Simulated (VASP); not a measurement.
# Ga7As (Fm-3m) in VASP: single point with PBE

Aim: the single point of Ga7As with PBE.

Everything below comes from runs of VASP 6.6.1. Logs are shortened: lines on timing, memory, paths and dates and some standing lists are left out, and cuts for length are marked.

## Step 1: The cell of the first run

The structure is cubic, space group Fm-3m (No. 225). Conventional cell: a = 8.497 Å, b = 8.497 Å, c = 8.497 Å, α = 90.00°, β = 90.00°, γ = 90.00°. Ga (site symmetry m-3m) has 12 Ga at 3.00 Å within 4.0 Å. Ga (site symmetry mmm) has 10 Ga at 3.00 Å and 2 As at 3.00 Å within 4.0 Å. As (site symmetry m-3m) has 12 Ga at 3.00 Å within 4.0 Å.

## Step 2: Single point, PBE

INCAR reads:

```
SYSTEM = Ga7As
  PREC = Accurate
  ENCUT = 520
  EDIFF = 1E-6
  ISMEAR = 0
  SIGMA = 0.1
  LREAL = .False.
  LASPH = .True.
  NELM = 80
  ALGO = Fast
  ISIF = 2
  LWAVE = .False.
  LCHARG = .False.
  GGA = PE
  NBANDS = 58
```

KPOINTS reads:

```
Automatic mesh
0
Gamma
  6 6 6
  0 0 0
```

POSCAR reads:

```
Ga7As
1.0
    0.0000000000      4.2486592054      4.2486592054
    4.2486592054      0.0000000000      4.2486592054
    4.2486592054      4.2486592054      0.0000000000
Ga As
7 1
Direct
    0.5000000000      0.5000000000      0.5000000000
    0.0000000000      0.0000000000      0.5000000000
    0.5000000000      0.0000000000      0.5000000000
    0.0000000000      0.5000000000      0.5000000000
    0.5000000000      0.5000000000      0.0000000000
    0.0000000000      0.5000000000      0.0000000000
    0.5000000000      0.0000000000      0.0000000000
    0.0000000000      0.0000000000      0.0000000000
```

Potentials or basis: VASP PAW PBE potentials, release 64 (Ga_d, As).

Run with:

```bash
> cat potpaw_PBE.64/Ga_d/POTCAR potpaw_PBE.64/As/POTCAR > POTCAR
> mpirun -np 1 vasp_std > vasp.out
```

OUTCAR:

```text
SYSTEM = Ga7As
   PREC = Accurate
   ENCUT = 520
   EDIFF = 1E-6
   ISMEAR = 0
   LREAL = .False.
   LASPH = .True.
   NELM = 80
   ISIF = 2
   GGA = PE

 ion  position               nearest neighbor table
   1  0.500  0.500  0.500-
   2  0.000  0.000  0.500-
   3  0.500  0.000  0.500-
   4  0.000  0.500  0.500-
   5  0.500  0.500  0.000-
   6  0.000  0.500  0.000-
   7  0.500  0.000  0.000-
   8  0.000  0.000  0.000-

  LATTYP: Found a face centered cubic cell.
 ALAT       =     8.4973184108

  Lattice vectors:

 A1 = (   0.0000000000,   4.2486592054,   4.2486592054)
 A2 = (   4.2486592054,   0.0000000000,   4.2486592054)
 A3 = (   4.2486592054,   4.2486592054,   0.0000000000)

Analysis of symmetry for initial positions (statically):
=====================================================================
 Subroutine PRICEL returns:
 Original cell was already a primitive cell.

 Routine SETGRP: Setting up the symmetry group for a
 face centered cubic supercell.

 Subroutine GETGRP returns: Found 48 space group operations
 (whereof 48 operations were pure point group operations)
 out of a pool of 48 trial point group operations.

The static configuration has the point symmetry O_h .

Analysis of symmetry for dynamics (positions and initial velocities):
=====================================================================
 Subroutine PRICEL returns:
 Original cell was already a primitive cell.

 Routine SETGRP: Setting up the symmetry group for a
 face centered cubic supercell.

 Subroutine GETGRP returns: Found 48 space group operations
 (whereof 48 operations were pure point group operations)
 out of a pool of 48 trial point group operations.

The dynamic configuration has the point symmetry O_h .

 Subroutine INISYM returns: Found 48 space group operations
 (whereof 48 operations are pure point group operations),
 and found     1 'primitive' translations

----------------------------------------------------------------------------------------

                                     Primitive cell

  volume of cell :     153.3860

  direct lattice vectors                    reciprocal lattice vectors
     0.000000000  4.248659205  4.248659205    -0.117684186  0.117684186  0.117684186
     4.248659205  0.000000000  4.248659205     0.117684186 -0.117684186  0.117684186
     4.248659205  4.248659205  0.000000000     0.117684186  0.117684186 -0.117684186

  length of vectors
     6.008511470  6.008511470  6.008511470     0.203834989  0.203834989  0.203834989

  position of ions in fractional coordinates (direct lattice)
     0.500000000  0.500000000  0.500000000
     0.000000000  0.000000000  0.500000000
     0.500000000  0.000000000  0.500000000
     0.000000000  0.500000000  0.500000000
     0.500000000  0.500000000  0.000000000
     0.000000000  0.500000000  0.000000000
     0.500000000  0.000000000  0.000000000
     0.000000000  0.000000000  0.000000000

  ion indices of the primitive-cell ions
   primitive index   ion index
                 1           1
                 2           2
                 3           3
                 4           4
                 5           5
                 6           6
                 7           7
                 8           8

----------------------------------------------------------------------------------------

 KPOINTS: Automatic mesh

Automatic generation of k-mesh.
 Grid dimensions read from file:
 generate k-points for:    6    6    6

 Generating k-lattice:

  Cartesian coordinates                     Fractional coordinates (reciprocal lattice)
    -0.019614031  0.019614031  0.019614031     0.166666667  0.000000000  0.000000000
     0.019614031 -0.019614031  0.019614031     0.000000000  0.166666667  0.000000000
     0.019614031  0.019614031 -0.019614031     0.000000000  0.000000000  0.166666667

  Length of vectors
     0.033972498  0.033972498  0.033972498

  Shift w.r.t. Gamma in fractional coordinates (k-lattice)
     0.000000000  0.000000000  0.000000000

 Subroutine IBZKPT returns following result:
 ===========================================

 Found     16 irreducible k-points:

 Following reciprocal coordinates:
            Coordinates               Weight
  0.000000  0.000000  0.000000      1.000000
  0.166667  0.000000  0.000000      8.000000
  0.333333  0.000000  0.000000      8.000000
  0.500000  0.000000  0.000000      4.000000
  0.166667  0.166667  0.000000      6.000000
  0.333333  0.166667  0.000000     24.000000
[... 8 lines left out ...]
 -0.333333  0.333333  0.166667     24.000000
 -0.333333  0.500000  0.166667     12.000000
   k-points           NKPTS =     16   k-points in BZ     NKDIM =     16   number of bands    NBANDS=     58
   number of dos      NEDOS =    301   number of ions     NIONS =      8
   total plane-waves  NPLWV = 110592
   dimension x,y,z NGX =    48 NGY =   48 NGZ =   48
   dimension x,y,z NGXF=    96 NGYF=   96 NGZF=   96
   ions per type =               7   1
   NGX,Y,Z   is equivalent  to a cutoff of  13.28, 13.28, 13.28 a.u.
   NGXF,Y,Z  is equivalent  to a cutoff of  26.56, 26.56, 26.56 a.u.
 SYSTEM =  Ga7As
   PREC   = accura    normal or accurate (medium, high low for compatibility)
   ISTART =      0    job   : 0-new  1-cont  2-samecut
   ICHARG =      2    charge: 1-file 2-atom 10-const
   ISPIN  =      1    spin polarized calculation?
   LNONCOLLINEAR =      F non collinear calculations
   LSORBIT =      F    spin-orbit coupling
   LASPH  =      T    aspherical Exc in radial PAW
   ENCUT  =  520.0 eV  38.22 Ry    6.18 a.u.  11.17 11.17 11.17*2*pi/ulx,y,z
   NELM   =     80;   NELMIN=  2; NELMDL= -5     # of ELM steps
   EDIFF  = 0.1E-05   stopping-criterion for ELM
   LREAL  =      F    real-space projection
   EDIFFG = 0.1E-04   stopping-criterion for IOM
   NSW    =      0    number of steps for IOM
   IBRION =     -1    ionic relax: 0-MD 1-quasi-New 2-CG
   NFREE  =      0    steps in history (QN), initial steepest desc. (CG)
   ISIF   =      2    stress and relaxation
   ISYM   =      2    0-nonsym 1-usesym 2-fastsym
   POTIM  = 0.5000    time-step for ionic-motion
   TEBEG  =    0.0;   TEEND  =   0.0 temperature during run
   PSTRESS=    0.0 pullay stress
   NELECT =      96.0000    total number of electrons
   NUPDOWN=      -1.0000    fix difference up-down
   EMIN   =  10.00;   EMAX   =-10.00  energy-range for DOS
   EFERMI =   0.00;   METHOD = LEGACY
   ISMEAR =     0;   SIGMA  =   0.10  broadening in eV -4-tet -1-fermi 0-gaus
   EFERMI_NEDOS =   21; number of points for ismear=-14 and -15
   IALGO  =     68    algorithm
   IMIX   =      4    mixing-type and parameters
     AMIX     =   0.40;   BMIX     =  1.00
     AMIX_MAG =   1.60;   BMIX_MAG =  1.00
  volume/ion in A,a.u.               =      19.17       129.39
  Fermi-wavevector in a.u.,A,eV,Ry     =   1.400350  2.646278 26.680765  1.960981
  Thomas-Fermi vector in A             =   2.523319
   LORBIT       =      0    0 simple, 1 ext, 2 COOP (PROOUT), +10 PAW based schemes
   GGA     = PE    functional components
   LHFCALC =     F    Hartree Fock is set to
   AEXX    =    0.0000 exact exchange contribution
   IVDW    =     0    specifies the selected vdW correction
   LEPSILON=     F    determine dielectric tensor
   LRPA    =     F    only Hartree local field effects (RPA)
 non-spin polarized calculation
 RMM-DIIS sequential band-by-band and
 Gauss-broadening in eV      SIGMA  =   0.10
  energy-cutoff  :      520.00
  volume of cell :      153.39
 maximum number of plane-waves:      4152
 NGX is ok and might be reduce to    48
   NGX = 23   NGY = 23   NGZ = 23

 number of electron      96.0000068 magnetization

 Free energy of the ion-electron system (eV)
  ---------------------------------------------------
  ext. energy  EPLUGINS =         0.00000000
  ---------------------------------------------------
  free energy    TOTEN  =       -24.71042904 eV

  energy without entropy =      -24.69028718  energy(sigma->0) =      -24.70035811

 E-fermi :   5.5998     XC(G=0): -10.9107

 val. band max:        5.5967874930   @ k =   0.1667   0.1667   0.0000
 cond. band min:       5.6721691394   @ k =  -0.1667   0.1667   0.0000
 fundamental gap:      0.0753816464
 Fermi energy:         5.5997878734

 k-point     1 :       0.0000    0.0000    0.0000
  band No.  band energies     occupation
      1      -9.5223      2.00000
      2      -9.5223      2.00000
      3      -9.5223      2.00000
      4      -9.4860      2.00000
      5      -9.4757      2.00000
      6      -9.4757      2.00000
[... 50 lines left out ...]
     57      13.0922      0.00000
     58      13.5039      0.00000

 k-point     2 :       0.1667    0.0000    0.0000
  band No.  band energies     occupation
      1      -9.5109      2.00000
      2      -9.5109      2.00000
      3      -9.5099      2.00000
      4      -9.4700      2.00000
      5      -9.4656      2.00000
      6      -9.4656      2.00000
[... 50 lines left out ...]
     57      12.2913      0.00000
     58      13.6307      0.00000

 k-point     3 :       0.3333    0.0000    0.0000
  band No.  band energies     occupation
      1      -9.4889      2.00000
      2      -9.4889      2.00000
      3      -9.4819      2.00000
      4      -9.4354      2.00000
      5      -9.4354      2.00000
      6      -9.4327      2.00000
[... 728 lines left out ...]
      3      -9.4292      2.00000
      4      -9.4163      2.00000
      5      -9.4153      2.00000
      6      -9.3995      2.00000
[... 50 lines left out ...]
     57       9.5861      0.00000
     58       9.8909      0.00000

 k-point    16 :      -0.3333    0.5000    0.1667
  band No.  band energies     occupation
      1      -9.4571      2.00000
      2      -9.4287      2.00000
      3      -9.4230      2.00000
      4      -9.4186      2.00000
      5      -9.4151      2.00000
      6      -9.4022      2.00000
[... 50 lines left out ...]
     57       9.1622      0.00000
     58       9.7867      0.00000

------------------------ aborting loop because EDIFF is reached ----------------------------------------

  FORCE on cell =-STRESS in cart. coord.  units (eV):
  Direction    XX          YY          ZZ          XY          YZ          ZX
  --------------------------------------------------------------------------------------
  -------------------------------------------------------------------------------------
  Total        0.0465464      0.0465464      0.0465464      0.0000000     -0.0000000      0.0000000
  in kB        0.4861954      0.4861954      0.4861954      0.0000000     -0.0000000      0.0000000
  external PRESSURE =       0.4861954 kB  Pullay stress =       0.0000000 kB

 VOLUME and BASIS-vectors are now :
 -----------------------------------------------------------------------------
  energy-cutoff  :      520.00
  volume of cell :      153.39
      direct lattice vectors                 reciprocal lattice vectors
     0.000000000  4.248659205  4.248659205    -0.117684186  0.117684186  0.117684186
     4.248659205  0.000000000  4.248659205     0.117684186 -0.117684186  0.117684186
     4.248659205  4.248659205  0.000000000     0.117684186  0.117684186 -0.117684186

 POSITION                                       TOTAL-FORCE (eV/Angst)
 -----------------------------------------------------------------------------------
      4.24866      4.24866      4.24866         0.000000      0.000000     -0.000000
      2.12433      2.12433      0.00000        -0.000000      0.000000      0.000000
      2.12433      4.24866      2.12433        -0.000000     -0.000000      0.000000
      4.24866      2.12433      2.12433         0.000000      0.000000     -0.000000
      2.12433      2.12433      4.24866         0.000000     -0.000000     -0.000000
      2.12433      0.00000      2.12433         0.000000      0.000000     -0.000000
      0.00000      2.12433      2.12433        -0.000000      0.000000     -0.000000
      0.00000      0.00000      0.00000         0.000000      0.000000     -0.000000
 -----------------------------------------------------------------------------------
    total drift:                                0.000000      0.000000      0.000000

  FREE ENERGIE OF THE ION-ELECTRON SYSTEM (eV)
  ---------------------------------------------------
  free  energy   TOTEN  =       -24.7104290406 eV

  energy  without entropy=      -24.6902871756  energy(sigma->0) =      -24.70035811
```

Run time: 95 s. Hardware: 1 thread of Intel Xeon 6975P-C (Granite Rapids), shared host; peak memory 0.36 GiB.

Results:

```
Free energy            : -24.7104 eV
Pressure               : 0.0 GPa
Band gap on the k mesh : zero (band 48 reaches 6.36 eV, above the bottom of band 49 at 3.08 eV)
```
